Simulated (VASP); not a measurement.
# Li in VASP: a series of runs, part 2 of 2

VASP 6.6.1.

## 3. Single point, PBE

File INCAR:

```
SYSTEM = Li
PREC = Accurate
ENCUT = 520
EDIFF = 1E-6
ISMEAR = -1
SIGMA = 0.05
LREAL = Auto
LASPH = .TRUE.
NELM = 80
ALGO = Normal
ISIF = 2
LWAVE = .FALSE.
LCHARG = .FALSE.
GGA = PE
NBANDS = 40
```

File KPOINTS:

```
regular mesh
0
G
  4 4 1
  0 0 0
```

File POSCAR:

```
Li
1.0
    6.9800000000      0.0000000000      0.0000000000
    3.4900000000      4.9356050000      0.0000000000
    0.0000000000      0.0000000000     20.4034080000
Li
17
Direct
   -0.2499999493      0.4999998987      0.0490114201
    0.2500000507      0.4999998987      0.0490114201
   -0.2500000000      1.0000000000      0.0490114201
    0.2500000000      1.0000000000      0.0490114201
   -0.0001773371     -0.0000309992      0.1632382198
    0.5020478144     -0.0040068036      0.1607904915
    0.0033788341      0.4973967730      0.1602146563
    0.4989749523      0.4977045367      0.1595787821
   -0.2484681070      0.4931046954      0.2715946767
    0.2455629489      0.5125801194      0.2734237339
   -0.2595578115      0.9995416975      0.2808275951
    0.2589284448      1.0008539986      0.2807194759
    0.0127147579     -0.0253277967      0.3988243043
    0.5077304257     -0.0175522555      0.4087140246
    0.0052801194      0.4820910506      0.3836934496
    0.5140971359      0.4807461294      0.3858452960
    0.7905227881      0.4385825041      0.5000131351
```

Potentials or basis: VASP PAW PBE potentials, release 64 (Li_sv).

Started as:

```bash
> cat potpaw_PBE.64/Li_sv/POTCAR > POTCAR
> mpirun -np 1 vasp_std > vasp.out
```

OUTCAR:

```text
SYSTEM = Li
   PREC = Accurate
   ENCUT = 520
   EDIFF = 1E-6
   ISMEAR = -1
   LREAL = Auto
   LASPH = .TRUE.
   NELM = 80
   ISIF = 2
   GGA = PE

 ion  position               nearest neighbor table
   1  0.750  0.500  0.049-
   2  0.250  0.500  0.049-
   3  0.750  0.000  0.049-
   4  0.250  0.000  0.049-
   5  1.000  1.000  0.163-
   6  0.502  0.996  0.161-
[... 9 lines left out ...]
  16  0.514  0.481  0.386-
  17  0.791  0.439  0.500-

  LATTYP: Found a base centered orthorhombic cell.
 ALAT       =     6.9800000000
 B/A-ratio  =     1.4142134670
 C/A-ratio  =     2.9231243553

  Lattice vectors:

 A1 = (   3.4900000000,  -4.9356050000,   0.0000000000)
 A2 = (   3.4900000000,   4.9356050000,   0.0000000000)
 A3 = (   0.0000000000,   0.0000000000,  20.4034080000)

[... 186 lines left out ...]

  energy without entropy =      -29.86426048  energy(sigma->0) =      -29.91210176

 E-fermi :  -1.0031     XC(G=0):  -4.3408

 val. band max:       -1.0075441609   @ k =   0.2500   0.2500   0.0000
 cond. band min:      -0.9974033408   @ k =   0.0000   0.0000   0.0000
 fundamental gap:      0.0101408201
 Fermi energy:        -1.0030658876

 k-point     1 :       0.0000    0.0000    0.0000
  band No.  band energies     occupation
      1     -49.2071      2.00000
      2     -48.0518      2.00000
      3     -48.0111      2.00000
      4     -48.0061      2.00000
      5     -47.9980      2.00000
      6     -47.9931      2.00000
[... 389 lines left out ...]
     36       1.2703      0.00000
     37       1.8115      0.00000
 [bands above 37 left out]

------------------------ aborting loop because EDIFF is reached ----------------------------------------

  FORCE on cell =-STRESS in cart. coord.  units (eV):
  Direction    XX          YY          ZZ          XY          YZ          ZX
  --------------------------------------------------------------------------------------
  -------------------------------------------------------------------------------------
  Total       -1.3751904     -1.0330002      0.0362057      0.0151104      0.0363946      0.0074804
  in kB       -3.1345478     -2.3545747      0.0825256      0.0344420      0.0829562      0.0170505
  external PRESSURE =      -1.8021990 kB  Pullay stress =       0.0000000 kB

 VOLUME and BASIS-vectors are now :
 -----------------------------------------------------------------------------
  energy-cutoff  :      520.00
  volume of cell :      702.91
      direct lattice vectors                 reciprocal lattice vectors
     6.980000000  0.000000000  0.000000000     0.143266476 -0.101304703  0.000000000
     3.490000000  4.935605000  0.000000000     0.000000000  0.202609407  0.000000000
     0.000000000  0.000000000 20.403408000     0.000000000  0.000000000  0.049011420

 POSITION                                       TOTAL-FORCE (eV/Angst)
 -----------------------------------------------------------------------------------
      6.98000      2.46780      1.00000         0.002522      0.005177     -0.017989
      3.49000      2.46780      1.00000        -0.003064     -0.000880     -0.031011
      5.23500      0.00000      1.00000         0.011233     -0.002531      0.007520
      1.74500      0.00000      1.00000        -0.011819     -0.002738      0.008385
     10.46865      4.93545      3.33062         0.000030     -0.002508     -0.009756
      6.98031      4.91583      3.28067        -0.001057      0.001254      0.007480
[... 9 lines left out ...]
      5.26620      2.37277      7.87256        -0.001266     -0.002224      0.001039
      7.04850      2.16467     10.20197         0.002170      0.002423      0.020653
 -----------------------------------------------------------------------------------
    total drift:                                0.002562      0.000315     -0.002882

  FREE ENERGIE OF THE ION-ELECTRON SYSTEM (eV)
  ---------------------------------------------------
  free  energy   TOTEN  =       -29.9599430306 eV

  energy  without entropy=      -29.8642604817  energy(sigma->0) =      -29.91210176
```

Wall time 10 min (1 thread of Intel Xeon 6975P-C (Granite Rapids), shared host); peak memory 0.78 GiB.

What came out:

* Free energy: -29.9599 eV
* Largest force: 0.031 eV/Å
* Band gap on the k mesh: zero (an odd number of electrons rules out a gap without spin polarisation)

Forces in eV/Å, atoms in the order of the input:
```
Li   0.003  0.005 -0.018
Li  -0.003 -0.001 -0.031
Li   0.011 -0.003  0.008
Li  -0.012 -0.003  0.008
Li   0.000 -0.003 -0.010
Li  -0.001  0.001  0.007
Li   0.001  0.001 -0.001
Li   0.001 -0.001 -0.002
Li  -0.004  0.002 -0.002
Li   0.000 -0.004  0.000
Li  -0.005 -0.001  0.007
Li   0.006 -0.002  0.007
Li   0.000 -0.001  0.011
Li   0.002  0.012 -0.003
Li   0.000 -0.003 -0.003
Li  -0.001 -0.002  0.001
Li   0.002  0.002  0.021
```

Caveat: the cutoff is under 1.25 times the usual one of these potentials, so pressure, stress and relaxed cells hold a basis-set (Pulay) error.
